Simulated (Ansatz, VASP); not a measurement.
**BPd4: VASP beside Ansatz**

The input INCAR:

```
PREC = Accurate ; ENCUT = 520
EDIFF = 1E-6 ; ISMEAR = 0
SIGMA = 0.1 ; LREAL = False
LASPH = True ; NELM = 150
ALGO = Normal ; ISIF = 2
LWAVE = False ; LCHARG = False
ISPIN = 2 ; MAGMOM = 0 1 1 1 1
LORBIT = 11 ; LMAXMIX = 4
GGA = PE ; NBANDS = 34
```

KPOINTS

```
regular mesh
0
Gamma
  6 4 4
```

File POSCAR:

```
BPd4
1.0
    2.8920300000      0.0000000000      0.0000000000
    0.0000000000      4.3650078800      0.0000000000
    0.0000000000      0.0000000000      5.8563151400
B Pd
1 4
Direct
    0.5000000000      0.0000000000      0.8632270100
    0.5000000000      0.5000000000      0.8675609800
    0.0000000000      0.5000000000      0.3291640000
    0.0000000000      0.0000000000      0.6194700000
    0.5000000000      0.0000000000      0.1975780000
```

Input for Ansatz:

```yaml
crystal:
  lattice:
    - [2.89203, 0.0, 0.0]
    - [0.0, 4.36500788, 0.0]
    - [0.0, 0.0, 5.85631514]
  atoms:
    - { symbol: B, position: [0.5, 0.0, 0.86322701] }
    - { symbol: Pd, position: [0.5, 0.5, 0.86756098], spin: 1.0 }
    - { symbol: Pd, position: [0.0, 0.5, 0.329164], spin: 1.0 }
    - { symbol: Pd, position: [0.0, 0.0, 0.61947], spin: 1.0 }
    - { symbol: Pd, position: [0.5, 0.0, 0.197578], spin: 1.0 }
basis:
  ecutwfc: 420
kpoints:
  mp_grid: { grid: [6, 4, 4] }
hamiltonian:
  xc: pbe
scf:
  occupations: { method: gaussian, width: 0.1 }
  lower_state_search: "off"
output:
  forces: true
  stress: true
  eigenvalues: true
  populations: true
magnetization:
  spin_polarized: true
```

Alike in both runs: task single point; functional PBE; k mesh 6 × 4 × 4; occupations gaussian, width 0.1 eV; collinear spin.

|  | VASP | Ansatz |
| --- | --- | --- |
| version | VASP 6.6.1 | Ansatz 0.2.0 |
| potentials or method | VASP PAW PBE potentials, release 64 (B, Pd), cutoff 520 eV | scalar-relativistic, plane waves, PAW |
| valence electrons in the cell | 43 | 75 |

|  | VASP | Ansatz | Ansatz less VASP |
| --- | --- | --- | --- |
| gap on the k mesh at the Fermi level (eV) | none | none | - |
| pressure (GPa) | -1.3 | -1.3 | -0.04 |
| traceless stress, the component that is largest in VASP (GPa) | -0.85 | -0.79 | +0.059 |
| rms of the force components (eV/Å) | 0.074 | 0.091 | +0.0163 |
| net moment per atom (μB) | 0.00 | 0.00 | 0.000 |

Atom by atom the forces differ by 0.022 eV/Å (rms over components). A gap of «none» marks a metal or a gap that the smearing closes. With one functional, cell and mesh, what is left measures potentials, basis and numerics. VASP's potentials hold 43 valence electrons a cell and Ansatz's 75, so a difference there can come from the potentials and not from the codes. Ansatz's warnings: seeded moment not kept.

The k mesh is coarse, so the values compare programs but aren't converged.
